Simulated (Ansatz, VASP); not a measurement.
# ZnS in VASP and in Ansatz

File POSCAR:

```
ZnS
1.0
    3.8067217484      0.0000000000      0.0000000000
   -1.9033608742      3.2967177392      0.0000000000
    0.0000000000      0.0000000000      6.2145064761
Zn S
2 2
Direct
    0.3333333333      0.6666666667      0.0053880718
    0.6666666667      0.3333333333      0.5053880718
    0.3333333333      0.6666666667      0.3796119282
    0.6666666667      0.3333333333      0.8796119282
```

File INCAR.step1:

```
PREC     = Accurate       # precision mode
ENCUT    = 520            # plane-wave cutoff, eV
ISMEAR   = 0              # smearing method
SIGMA    = 0.05           # smearing width, eV
LREAL    = F              # projectors in reciprocal space
LASPH    = T              # aspherical terms in the spheres
NELM     = 60             # most SCF steps
NBANDS   = 26             # bands
GGA      = PE             # functional
ALGO     = Normal         # electronic algorithm
EDIFF    = 1E-4           # SCF threshold, eV
LWAVE    = T              # write WAVECAR
LCHARG   = F              # write CHGCAR
```

INCAR.step2

```
PREC     = Accurate       # precision mode
ENCUT    = 520            # plane-wave cutoff, eV
EDIFF    = 1E-7           # SCF threshold, eV
ISMEAR   = 0              # smearing method
SIGMA    = 0.05           # smearing width, eV
LREAL    = F              # projectors in reciprocal space
LASPH    = T              # aspherical terms in the spheres
NELM     = 60             # most SCF steps
ALGO     = Normal         # electronic algorithm
ISIF     = 2              # what is computed and relaxed
LWAVE    = F              # write WAVECAR
LCHARG   = T              # write CHGCAR
METAGGA  = R2SCAN         # meta-GGA
LMIXTAU  = T            
LELF     = T              # ELF
LVHAR    = T            
NBANDS   = 26             # bands
ISTART   = 1
```

Contents of KPOINTS:

```
regular mesh
0
Gamma
  6 6 4
```

Input for Ansatz:

```yaml
crystal:
  lattice:
    - [3.8067217484, 0.0, 0.0]
    - [-1.9033608742, 3.2967177392, 0.0]
    - [0.0, 0.0, 6.2145064761]
  atoms:
    - { symbol: Zn, position: [0.3333333333, 0.6666666667, 0.0053880718] }
    - { symbol: Zn, position: [0.6666666667, 0.3333333333, 0.5053880718] }
    - { symbol: S, position: [0.3333333333, 0.6666666667, 0.3796119282] }
    - { symbol: S, position: [0.6666666667, 0.3333333333, 0.8796119282] }
basis:
  ecutwfc: 500
kpoints:
  mp_grid: { grid: [6, 6, 4] }
hamiltonian:
  xc: r2scan
scf:
  occupations: { method: gaussian, width: 0.05 }
output:
  forces: true
  stress: true
  eigenvalues: true
```

Change from the starting cell: strain -0.0050 x Voigt [0, 0, 1, 0, 0, 0], atoms carried along.

Alike in both runs: task single point; functional r2SCAN; k mesh 6 × 6 × 4; occupations gaussian, width 0.05 eV; no spin polarisation.

|  | VASP | Ansatz |
| --- | --- | --- |
| version | VASP 6.6.1 | Ansatz 0.2.0 |
| potentials or method | VASP PAW PBE potentials, release 64 (Zn, S), cutoff 520 eV | scalar-relativistic, plane waves, PAW |
| valence electrons in the cell | 36 | 36 |

|  | VASP | Ansatz | Ansatz less VASP |
| --- | --- | --- | --- |
| gap on the k mesh at the Fermi level (eV) | 2.82 | 2.81 | -0.010 |
| least direct gap on the mesh (eV) | 2.82 | 2.81 | -0.010 |
| pressure (GPa) | 0.4 | 0.4 | -0.04 |
| traceless stress, the component that is largest in VASP (GPa) | 0.49 | 0.51 | +0.018 |
| rms of the force components (eV/Å) | 0.020 | 0.019 | -0.0009 |

VASP's potentials were made for PBE, not for r2SCAN. Atom by atom the forces differ by 0.001 eV/Å (rms over components). With one functional, cell and mesh, what is left measures potentials, basis and numerics.
